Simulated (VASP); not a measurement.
# FeNi (P4/mmm) in VASP: further runs, part 2 of 2

VASP 6.6.1.

### 4 Single point, PBEsol, collinear spin, ferromagnetic start

This run uses another cell than the first one, of 10.76 Å³/atom, 0.973 times its volume.

Input file INCAR:

```
  ALGO = Normal
  EDIFF = 1E-7
  ENCUT = 520
  GGA = PS
  ISIF = 2
  ISMEAR = 0
  ISPIN = 2
  LASPH = True
  LCHARG = False
  LMAXMIX = 4
  LORBIT = 11
  LREAL = False
  LWAVE = False
  MAGMOM = 2.91 0.78
  NBANDS = 20
  NELM = 150
  PREC = Accurate
  SIGMA = 0.1
```

Input file KPOINTS:

```
k-points
0
Gamma
  16 16 12
```

Input file POSCAR:

```
FeNi
1.0
    2.4681438050      0.0000000000      0.0000000000
    0.0000000000      2.4681438050      0.0000000000
    0.0000000000      0.0000000000      3.5329343525
Fe Ni
1 1
Direct
    0.0000000000      0.0000000000      0.0000000000
    0.5000000000      0.5000000000      0.5000000000
```

Potentials or basis: VASP PAW PBE potentials, release 64 (Fe, Ni).

Command:

```bash
$ cat potpaw_PBE.64/Fe/POTCAR potpaw_PBE.64/Ni/POTCAR > POTCAR
$ mpirun -np 1 vasp_std > vasp.out
```

OUTCAR:

```text
EDIFF = 1E-7
   ENCUT = 520
   GGA = PS
   ISIF = 2
   ISMEAR = 0
   ISPIN = 2
   LASPH = True
   LORBIT = 11
   LREAL = False
   NELM = 150
   PREC = Accurate

 ion  position               nearest neighbor table
   1  0.000  0.000  0.000-   2 2.48   2 2.48   2 2.48   2 2.48   2 2.48   2 2.48   2 2.48   2 2.48

   2  0.500  0.500  0.500-   1 2.48   1 2.48   1 2.48   1 2.48   1 2.48   1 2.48   1 2.48   1 2.48

  LATTYP: Found a simple tetragonal cell.
 ALAT       =     2.4681438050
 C/A-ratio  =     1.4314134960

  Lattice vectors:

 A1 = (   2.4681438050,   0.0000000000,   0.0000000000)
 A2 = (   0.0000000000,   2.4681438050,   0.0000000000)
 A3 = (   0.0000000000,   0.0000000000,   3.5329343525)

Analysis of symmetry for initial positions (statically):
=====================================================================
 Subroutine PRICEL returns:
 Original cell was already a primitive cell.

 Routine SETGRP: Setting up the symmetry group for a
 simple tetragonal supercell.
[... 751 lines left out ...]
      4       6.5147      1.00000
      5       6.5147      1.00000
      6       6.8665      1.00000
[... 541 lines left out ...]
     19      35.9000      0.00000
     20      36.1768      0.00000

 [... further k-points ...]

------------------------ aborting loop because EDIFF is reached ----------------------------------------

  FORCE on cell =-STRESS in cart. coord.  units (eV):
  Direction    XX          YY          ZZ          XY          YZ          ZX
  --------------------------------------------------------------------------------------
  -------------------------------------------------------------------------------------
  Total        0.0102000      0.0102000      0.0146844      0.0000000      0.0000000      0.0000000
  in kB        0.7593394      0.7593394      1.0931800      0.0000000      0.0000000      0.0000000
  external PRESSURE =       0.8706196 kB  Pullay stress =       0.0000000 kB

 VOLUME and BASIS-vectors are now :
 -----------------------------------------------------------------------------
  energy-cutoff  :      520.00
  volume of cell :       21.52
      direct lattice vectors                 reciprocal lattice vectors
     2.468143805  0.000000000  0.000000000     0.405162778  0.000000000  0.000000000
     0.000000000  2.468143805  0.000000000     0.000000000  0.405162778  0.000000000
     0.000000000  0.000000000  3.532934352     0.000000000  0.000000000  0.283050830

 POSITION                                       TOTAL-FORCE (eV/Angst)
 -----------------------------------------------------------------------------------
      0.00000      0.00000      0.00000         0.000000      0.000000      0.000000
      1.23407      1.23407      1.76647         0.000000      0.000000      0.000000
 -----------------------------------------------------------------------------------
    total drift:                                0.000000     -0.000000     -0.000000

  FREE ENERGIE OF THE ION-ELECTRON SYSTEM (eV)
  ---------------------------------------------------
  free  energy   TOTEN  =       -15.1642723240 eV

  energy  without entropy=      -15.1570878346  energy(sigma->0) =      -15.16068008

 total charge

# of ion       s       p       d       tot
------------------------------------------
    1        0.495   0.545   6.230   7.270
    2        0.538   0.578   8.330   9.446
--------------------------------------------------
tot          1.033   1.123  14.560  16.715

 magnetization (x)

# of ion       s       p       d       tot
------------------------------------------
    1       -0.001  -0.020   2.552   2.531
    2       -0.027  -0.061   0.700   0.612
--------------------------------------------------
tot         -0.029  -0.081   3.253   3.143
```

OSZICAR:

```text
N       E                     dE             d eps       ncg     rms          rms(c)
DAV:   1     0.826869594076E+02    0.82687E+02   -0.81371E+03 27936   0.122E+03
DAV:   2    -0.130451190962E+02   -0.95732E+02   -0.86003E+02 25448   0.219E+02
DAV:   3    -0.175367163009E+02   -0.44916E+01   -0.42979E+01 28364   0.568E+01
DAV:   4    -0.175835377253E+02   -0.46821E-01   -0.46790E-01 28324   0.537E+00
DAV:   5    -0.175846328943E+02   -0.10952E-02   -0.10951E-02 28260   0.816E-01    0.166E+01
DAV:   6    -0.156808491990E+02    0.19038E+01   -0.86144E+00 27896   0.618E+01    0.986E+00
DAV:   7    -0.164627253250E+02   -0.78188E+00   -0.48498E+00 32184   0.559E+01    0.184E+01
DAV:   8    -0.151869203975E+02    0.12758E+01   -0.25566E+00 32756   0.399E+01    0.393E+00
DAV:   9    -0.151767178861E+02    0.10203E-01   -0.76117E-02 34244   0.389E+00    0.186E+00
DAV:  10    -0.151654593040E+02    0.11259E-01   -0.74053E-03 40220   0.168E+00    0.654E-01
DAV:  11    -0.151642051183E+02    0.12542E-02   -0.98898E-04 37012   0.535E-01    0.211E-01
DAV:  12    -0.151642673083E+02   -0.62190E-04   -0.24204E-04 35644   0.232E-01    0.821E-02
DAV:  13    -0.151642704279E+02   -0.31195E-05   -0.22729E-05 31840   0.910E-02    0.301E-02
DAV:  14    -0.151642727710E+02   -0.23431E-05   -0.24878E-06 32528   0.255E-02    0.145E-02
DAV:  15    -0.151642723742E+02    0.39680E-06   -0.56619E-07 32076   0.142E-02    0.627E-03
DAV:  16    -0.151642723240E+02    0.50231E-07   -0.15091E-07 16364   0.950E-03
   1 F= -.15164272E+02 E0= -.15160680E+02  d E =-.718449E-02  mag=     3.1566
```

stdout:

```text
POSCAR found type information on POSCAR FeNi
 POSCAR found :  2 types and       2 ions
 scaLAPACK will be used
 -----------------------------------------------------------------------------
|                                                                             |
|                                                                             |
|     You enforced a specific xc type in the INCAR file but a different       |
|     I HOPE YOU KNOW WHAT YOU ARE DOING!                                     |
|                                                                             |
 -----------------------------------------------------------------------------

 LDA part: xc-table for (Slater+PW92), standard interpolation
 POSCAR, INCAR and KPOINTS ok, starting setup
 FFT: planning ... GRIDC
 FFT: planning ... GRID_SOFT
 FFT: planning ... GRID
 WAVECAR not read
 entering main loop
```

Wall time 4.4 min (1 thread of Intel Xeon Platinum 8488C (Sapphire Rapids), shared host); peak memory 0.31 GiB.

Results:

- Free energy: -15.1643 eV
- Pressure: 0.1 GPa
- Net moment: 3.16 μB per cell
- Site moments: Fe +2.53; Ni +0.61 μB
- Valence electrons inside the program's atomic spheres: Fe 7.27; Ni 9.45

Caveat: the PAW data sets were made with another functional, which shifts forces and pressure a little.

### 5 Relaxation of cell and atoms, PBEsol, collinear spin, ferromagnetic start

This run uses another cell than the first one, of 11.14 Å³/atom, 1.007 times its volume.

Input file INCAR:

```
PREC = Accurate ; ENCUT = 600
EDIFF = 1E-6 ; ISMEAR = 0
SIGMA = 0.1 ; LREAL = False
LASPH = True ; NELM = 150
ALGO = Normal ; ISIF = 3
LWAVE = False ; LCHARG = False
ISPIN = 2 ; MAGMOM = 2.91 0.78
LORBIT = 11 ; LMAXMIX = 4
GGA = PS ; IBRION = 2
NSW = 100 ; EDIFFG = -0.005
```

Input file KPOINTS:

```
regular mesh
0
Gamma
  16 16 12
```

Input file POSCAR:

```
FeNi
1.0
    2.5121795000      0.0000000000      0.0000000000
    0.0000000000      2.5121795000      0.0000000000
    0.0000000000      0.0000000000      3.5307586900
Fe Ni
1 1
Direct
    0.0000000000      0.0000000000      0.0000000000
    0.5000000000      0.5000000000      0.5000000000
```

Potentials or basis: VASP PAW PBE potentials, release 64 (Fe, Ni).

Command:

```bash
$ cat potpaw_PBE.64/Fe/POTCAR potpaw_PBE.64/Ni/POTCAR > POTCAR
$ mpirun -np 1 vasp_std > vasp.out
```

OUTCAR:

```text
PREC = Accurate
   ENCUT = 600
   EDIFF = 1E-6
   ISMEAR = 0
   LREAL = False
   LASPH = True
   NELM = 150
   ISIF = 3
   ISPIN = 2
   LORBIT = 11
   GGA = PS
   IBRION = 2
   NSW = 100
   EDIFFG = -0.005

 ion  position               nearest neighbor table
   1  0.000  0.000  0.000-   2 2.50   2 2.50   2 2.50   2 2.50   2 2.50   2 2.50   2 2.50   2 2.50

   2  0.500  0.500  0.500-   1 2.50   1 2.50   1 2.50   1 2.50   1 2.50   1 2.50   1 2.50   1 2.50

  LATTYP: Found a simple tetragonal cell.
 ALAT       =     2.5121795000
 C/A-ratio  =     1.4054563736

  Lattice vectors:

 A1 = (   2.5121795000,   0.0000000000,   0.0000000000)
 A2 = (   0.0000000000,   2.5121795000,   0.0000000000)
 A3 = (   0.0000000000,   0.0000000000,   3.5307586900)

Analysis of symmetry for initial positions (statically):
=====================================================================
 Subroutine PRICEL returns:
 Original cell was already a primitive cell.

[... 809 lines left out ...]
      9       6.6764      1.00000
     10       6.8144      1.00000
     11       8.9750      0.00000
     12       9.6190      0.00000
     13      19.9382      0.00000
     14      20.0241      0.00000
     15      20.7997      0.00000

 [... further k-points ...]

 spin component 2

 k-point     1 :       0.0000    0.0000    0.0000
  band No.  band energies     occupation
      1      -1.0699      1.00000
      2       3.6926      1.00000
      3       4.4323      1.00000
      4       6.5137      1.00000
      5       6.5137      1.00000
      6       6.8668      1.00000
      7       7.4885      1.00000
      8       8.2051      0.00004
      9       9.6737      0.00000
     10       9.6737      0.00000
     11      10.0350      0.00000
     12      10.3583      0.00000
     13      18.4651      0.00000
     14      23.3110      0.00000
[... 444 lines left out ...]
  FREE ENERGIE OF THE ION-ELECTRON SYSTEM (eV)
  ---------------------------------------------------
  free  energy   TOTEN  =       -15.1641870894 eV

  energy  without entropy=      -15.1570034044  energy(sigma->0) =      -15.16059525

 reached required accuracy - stopping structural energy minimisation

 total charge

# of ion       s       p       d       tot
------------------------------------------
    1        0.495   0.544   6.230   7.270
    2        0.538   0.578   8.330   9.446
--------------------------------------------------
tot          1.033   1.123  14.561  16.716

 magnetization (x)

# of ion       s       p       d       tot
------------------------------------------
    1       -0.001  -0.020   2.553   2.532
    2       -0.027  -0.061   0.701   0.612
--------------------------------------------------
tot         -0.029  -0.081   3.253   3.144
```

Wall time 24 min (1 thread of Intel Xeon Platinum 8375C at 2.90GHz (Ice Lake), shared host); peak memory 0.35 GiB.

Results:

```
Free energy                                           : -15.1642 eV
Relaxed volume                                        : 10.76 Å³/atom
Relaxed cell                                          : a = 2.468 Å, b = 2.468 Å, c = 3.533 Å, α = 90.00°, β = 90.00°, γ = 90.00°
Space group after relaxing (to 0.05 Å)                : P4/mmm (No. 123)
Energy gained by relaxing                             : 8.8 meV/atom
Ionic steps                                           : 11
Pressure after relaxing                               : 0.0 GPa
Net moment                                            : 3.16 μB per cell
Site moments                                          : Fe +2.53; Ni +0.61 μB
Valence electrons inside the program's atomic spheres : Fe 7.27; Ni 9.45
```

The path:
```tsv
step	energy change (eV)	largest force (eV/Å)	pressure (GPa)	volume (Å³)
1	0.0000	0.0000	-6.49	22.28
2	-0.0024	0.0000	7.15	20.86
3	-0.0162	0.0000	0.21	21.52
4	-0.0162	0.0000	0.09	21.54
5	-0.0171	0.0000	-0.01	21.54
6	-0.0175	0.0000	-0.24	21.54
7	-0.0176	0.0000	-0.19	21.54
8	-0.0176	0.0000	-0.17	21.54
9	-0.0176	0.0000	0.15	21.50
10	-0.0176	0.0000	0.04	21.52
11	-0.0176	0.0000	0.01	21.52
```

Final structure:
```yaml
crystal:
  lattice:
    - [2.46828, 0.00000, 0.00000]
    - [0.00000, 2.46828, 0.00000]
    - [0.00000, 0.00000, 3.53257]
  atoms:
    - { symbol: Fe, position: [0.00000, 0.00000, 0.00000] }
    - { symbol: Ni, position: [0.50000, 0.50000, 0.50000] }
```

Caveat: the PAW data sets were made with another functional, which shifts forces and pressure a little.

### 6 Single point, PBEsol, collinear spin, ferromagnetic start (biaxial strain in the a-b plane: -3.0 %, then relaxed in part)

Input file INCAR:

```
PREC     = Accurate       # precision mode
ENCUT    = 520            # plane-wave cutoff, eV
EDIFF    = 1E-6           # SCF threshold, eV
ISMEAR   = 0              # smearing method
SIGMA    = 0.1            # smearing width, eV
LREAL    = False          # projectors in reciprocal space
LASPH    = True           # aspherical terms in the spheres
NELM     = 150            # most SCF steps
ALGO     = Normal         # electronic algorithm
ISIF     = 2              # what is computed and relaxed
LWAVE    = False          # write WAVECAR
LCHARG   = False          # write CHGCAR
ISPIN    = 2              # spin polarisation
MAGMOM   = 2.79 0.75      # initial moments
LORBIT   = 11             # projections on sites
LMAXMIX  = 4              # l up to which the mixer works
GGA      = PS             # functional
NBANDS   = 20             # bands
```

Input file KPOINTS:

```
Automatic mesh
0
Gamma
  16 16 12
```

Input file POSCAR:

```
FeNi
1.0
    2.3940994909      0.0000000000      0.0000000000
    0.0000000000      2.3940994909      0.0000000000
    0.0000000000      0.0000000000      3.6330158863
Fe Ni
1 1
Direct
    0.0000000000      0.0000000000      0.0000000000
    0.5000000000      0.5000000000      0.5000000000
```

Potentials or basis: VASP PAW PBE potentials, release 64 (Fe, Ni).

Command:

```bash
$ cat potpaw_PBE.64/Fe/POTCAR potpaw_PBE.64/Ni/POTCAR > POTCAR
$ mpirun -np 1 vasp_std > vasp.out
```

Wall time 3.1 min (1 thread of Intel Xeon Platinum 8259CL at 2.50GHz (Skylake/Cascade Lake), shared host); peak memory 0.3 GiB.

Results (log left out):

```
Free energy                                           : -15.1263 eV
Pressure                                              : 7.0 GPa
Net moment                                            : 2.99 μB per cell
Site moments                                          : Fe +2.40; Ni +0.58 μB
Valence electrons inside the program's atomic spheres : Fe 7.36; Ni 9.51
```

Stress tensor (GPa, compression positive):
```
10.32  0.00  0.00
 0.00 10.32  0.00
 0.00  0.00  0.30
```

Levels at points of the mesh, in eV from the Fermi level:
Spin up:
```
           k point  band 8  band 9  band 10  band 11  band 12  band 13
(0.00, 0.00, 0.00)   -1.06   -0.42    -0.23    -0.23     1.46     8.93
(0.50, 0.00, 0.00)   -1.71   -1.33    -1.12     1.25     2.00    11.54
(0.50, 0.50, 0.00)   -0.40   -0.35     0.51     3.18     3.18    10.55
(0.00, 0.00, 0.50)   -1.53   -1.38    -1.38    -0.79    -0.69    18.65
(0.50, 0.00, 0.50)   -0.54   -0.43    -0.38    -0.25    -0.19     6.34
(0.50, 0.50, 0.50)   -1.44   -0.35     0.51     8.32     8.32     8.51
```
Spin down:
| k point | band 6 | band 7 | band 8 | band 9 | band 10 | band 11 |
| --- | --- | --- | --- | --- | --- | --- |
| (0.00, 0.00, 0.00) | -1.30 | -0.24 | -0.02 | 1.63 | 1.80 | 1.80 |
| (0.50, 0.00, 0.00) | -1.29 | -1.17 | -0.67 | 0.79 | 1.39 | 1.98 |
| (0.50, 0.50, 0.00) | 0.62 | 1.34 | 1.34 | 1.84 | 2.73 | 3.33 |
| (0.00, 0.00, 0.50) | -0.88 | -0.88 | -0.26 | -0.20 | 1.05 | 1.05 |
| (0.50, 0.00, 0.50) | -1.04 | -0.34 | -0.06 | 0.74 | 1.37 | 1.75 |
| (0.50, 0.50, 0.50) | -1.65 | -0.87 | 0.61 | 1.11 | 2.73 | 8.93 |

Caveat: the cell differs from its parent crystal (biaxial strain in the a-b plane: -3.0 %, then relaxed in part); the PAW data sets were made with another functional, which shifts forces and pressure a little.

### 7 Summary

| task | cell | k mesh | cutoff (eV) | gap on the mesh (eV) | pressure (GPa) | moment (μB) |
| --- | --- | --- | --- | --- | --- | --- |
| single point | a = 2.518, b = 2.518, c = 3.491 Å, 2 atoms | 16 × 16 × 12 | 520 | none | -4.9 | 3.24 |
| single point | a = 2.512, b = 2.512, c = 3.531 Å, 2 atoms | 8 × 8 × 6 | 520 | none | -6.1 | 3.30 |
| single point | a = 2.468, b = 2.468, c = 3.533 Å, 2 atoms | 16 × 16 × 12 | 520 | none | 0.1 | 3.16 |
| relaxation of cell and atoms | relaxed from a = 2.512, b = 2.512, c = 3.531 Å, 2 atoms | 16 × 16 × 12 | 600 | none | 0.0 | 3.16 |
| single point | a = 2.394, b = 2.394, c = 3.633 Å, 2 atoms | 16 × 16 × 12 | 520 | none | 7.0 | 2.99 |

Alike in all rows: level PBEsol; potentials or basis VASP PAW PBE potentials, release 64 (Fe, Ni); spin collinear, ferromagnetic start; smearing gaussian 0.1 eV.

Caveats: the PAW data sets were made with another functional, which shifts forces and pressure a little.

Total energies depend on the potentials used, so only differences within one code and one set of settings carry meaning.
